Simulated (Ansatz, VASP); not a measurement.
Au in VASP and in Ansatz

The input INCAR:

```
PREC     = Accurate       # precision mode
ENCUT    = 500            # plane-wave cutoff, eV
EDIFF    = 1E-6           # SCF threshold, eV
ISMEAR   = -1             # smearing method
SIGMA    = 0.05           # smearing width, eV
LREAL    = False          # projectors in reciprocal space
LASPH    = True           # aspherical terms in the spheres
NELM     = 120            # most SCF steps
ALGO     = Normal         # electronic algorithm
ISIF     = 2              # what is computed and relaxed
LWAVE    = False          # write WAVECAR
LCHARG   = True           # write CHGCAR
GGA      = PE             # functional
LELF     = True           # ELF
LVHAR    = True         
NBANDS   = 12             # bands
GGA_COMPAT= False
```

KPOINTS

```
regular mesh
0
Gamma
  10 10 10
```

POSCAR

```
Au
1.0
    0.0000000000      2.0005018100      2.0005018100
    2.0005018100      0.0000000000      2.0005018100
    2.0005018100      2.0005018100      0.0000000000
Au
1
Direct
    0.0000000000      0.0000000000      0.0000000000
```

Input for Ansatz:

```yaml
crystal:
  lattice:
    - [0.0, 2.000501810020322, 2.000501810020322]
    - [2.000501810020322, 0.0, 2.000501810020322]
    - [2.000501810020322, 2.000501810020322, 0.0]
  atoms:
    - { symbol: Au, position: [0.0, 0.0, 0.0] }
basis:
  ecutwfc: 462.593566181796
kpoints:
  mp_grid:
    grid: [10, 10, 10]
hamiltonian:
  xc: pbe
scf:
  occupations:
    method: fermi_dirac
    width: 0.05
output:
  stress: true
```

Alike in both runs: task single point; functional PBE; k mesh 10 × 10 × 10; occupations fermi-dirac, width 0.05 eV; no spin polarisation.

|  | VASP | Ansatz |
| --- | --- | --- |
| version | VASP 6.6.1 | Ansatz 0.2.0 |
| potentials or method | VASP PAW PBE potentials, release 64 (Au), cutoff 500 eV | plane waves, PAW |
| valence electrons in the cell | 11 | 19 |

Ansatz gave:

```
pressure (GPa) : 23.0
```

Task: What did VASP give for the same quantities?

Result: Pressure (GPa): 22.7.

The functional is the same, so the differences come from potentials, cutoffs and numerics. VASP's potentials hold 11 valence electrons a cell and Ansatz's 19, so a difference there can come from the potentials and not from the codes.

Neither program's run includes spin-orbit coupling.
